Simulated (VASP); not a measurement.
B12W: single point with PBE

The system is B12W.

```
B W
1.0
     0.00000    3.56230    3.56230
     3.56230    0.00000    3.56230
     3.56230    3.56230    0.00000
B W
12 1
Direct
  0.08827 0.41173 0.41173
  0.41173 0.08827 0.08827
  0.41173 0.08827 0.41173
  0.08827 0.41173 0.08827
  0.41173 0.41173 0.08827
  0.08827 0.08827 0.41173
  0.91173 0.58827 0.58827
  0.58827 0.91173 0.91173
  0.58827 0.91173 0.58827
  0.91173 0.58827 0.91173
  0.58827 0.58827 0.91173
  0.91173 0.91173 0.58827
  0.00000 0.00000 0.00000
```

The cell was generated, and may not be a known phase.

```
Program                : VASP 6.6.1
Task                   : single point
Functional             : PBE
Potentials or basis    : VASP PAW PBE potentials, release 64 (B, W_sv)
Cutoff                 : 520 eV
k mesh                 : 4 × 4 × 4
Occupations            : gaussian, width 0.1 eV
Spin                   : no spin polarisation
Dipole correction      : no
Further INCAR settings : ALGO = Normal; EDIFF = 1e-06; NBANDS = 37
```

```yaml
Pressure: 125.7 GPa
Largest_force: 14.317 eV/Å
Band_gap_on_the_k_mesh: zero (bands 25 and 26 overlap by 0.39 eV)
```

Forces on the atoms (eV/Å):
```
B   -14.317   0.000   0.000
B    14.317   0.000   0.000
B     0.000 -14.317   0.000
B     0.000  14.317   0.000
B     0.000   0.000 -14.317
B     0.000   0.000  14.317
B    14.317   0.000   0.000
B   -14.317   0.000   0.000
B     0.000  14.317   0.000
B     0.000 -14.317   0.000
B     0.000   0.000  14.317
B     0.000   0.000 -14.317
W     0.000   0.000   0.000
```

Levels at points of the mesh, in eV from the Fermi level:
```
           k point  band 23  band 24  band 25  band 26  band 27  band 28
(0.00, 0.00, 0.00)    -0.61    -0.61     0.14     0.14     2.17     2.17
(0.50, 0.00, 0.00)    -2.01    -1.83     0.05     0.05     0.82     2.15
(0.50, 0.50, 0.00)    -2.08    -2.08     0.38     0.46     1.63     2.21
```

It took 19 s on 1 thread of Intel(R) Xeon(R) 6975P-C (Granite Rapids), with other jobs on the host, peak memory 0.24 GiB.

Caveat: the k points lie up to 0.38 Å⁻¹ apart; spin-orbit coupling is left out, which moves the levels of the heavy elements; forces of over 1 eV/Å act on the atoms, so gaps and moduli don't describe the material at rest.
